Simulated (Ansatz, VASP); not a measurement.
## ZrBr5 in VASP and in Ansatz

The input INCAR:

```
  PREC = Accurate
  ENCUT = 520
  EDIFF = 1E-7
  ISMEAR = 0
  SIGMA = 0.1
  LREAL = False
  LASPH = True
  NELM = 150
  ALGO = Normal
  ISIF = 2
  LWAVE = False
  LCHARG = False
  ISPIN = 2
  MAGMOM = 1 0 0 0 0 0
  LORBIT = 11
  LMAXMIX = 4
  GGA = PE
  NBANDS = 36
```

KPOINTS

```
Automatic mesh
0
Gamma
  4 4 4
```

Contents of POSCAR:

```
ZrBr5
1.0
    0.0000000000      4.4441781700      4.4441781700
    4.4441781700      0.0000000000      4.4441781700
    4.4441781700      4.4441781700      0.0000000000
Zr Br
1 5
Direct
    0.0000000000      0.0000000000      0.0000000000
    0.7500000000      0.7500000000      0.7500000000
    0.3750000000      0.3750000000      0.8750000000
    0.3750000000      0.8750000000      0.3750000000
    0.8750000000      0.3750000000      0.3750000000
    0.3750000000      0.3750000000      0.3750000000
```

Input for Ansatz:

```yaml
crystal:
  lattice:
    - [0.0, 4.44417817, 4.44417817]
    - [4.44417817, 0.0, 4.44417817]
    - [4.44417817, 4.44417817, 0.0]
  atoms:
    - { symbol: Zr, position: [0.0, 0.0, 0.0], spin: 1.0 }
    - { symbol: Br, position: [0.75, 0.75, 0.75] }
    - { symbol: Br, position: [0.375, 0.375, 0.875] }
    - { symbol: Br, position: [0.375, 0.875, 0.375] }
    - { symbol: Br, position: [0.875, 0.375, 0.375] }
    - { symbol: Br, position: [0.375, 0.375, 0.375] }
basis:
  ecutwfc: 420
kpoints:
  mp_grid: { grid: [4, 4, 4] }
hamiltonian:
  xc: pbe
scf:
  occupations: { method: gaussian, width: 0.1 }
  lower_state_search: "off"
output:
  forces: true
  stress: true
  eigenvalues: true
  populations: true
magnetization:
  spin_polarized: true
```

Change from the starting cell: species swapped into the CaAu5 type (F-43m, No. 216).

Alike in both runs: task single point; functional PBE; k mesh 4 × 4 × 4; occupations gaussian, width 0.1 eV; collinear spin.

|  | VASP | Ansatz |
| --- | --- | --- |
| version | VASP 6.6.1 | Ansatz 0.2.0 |
| potentials or method | VASP PAW PBE potentials, release 64 (Zr_sv, Br), cutoff 520 eV | scalar-relativistic, plane waves, PAW |
| valence electrons in the cell | 47 | 47 |

```csv
,VASP,Ansatz,Ansatz less VASP
gap on the k mesh at the Fermi level (eV),none,none,-
pressure (GPa),-3.1,-3.1,0.00
net moment per atom (μB),0.25,0.25,0.000
size of the moment on the site where the two differ most (μB),0.99,1.16,+0.174
```

Site moments also hang on the region over which each program counts them. A gap of «none» marks a metal or a gap that the smearing closes.
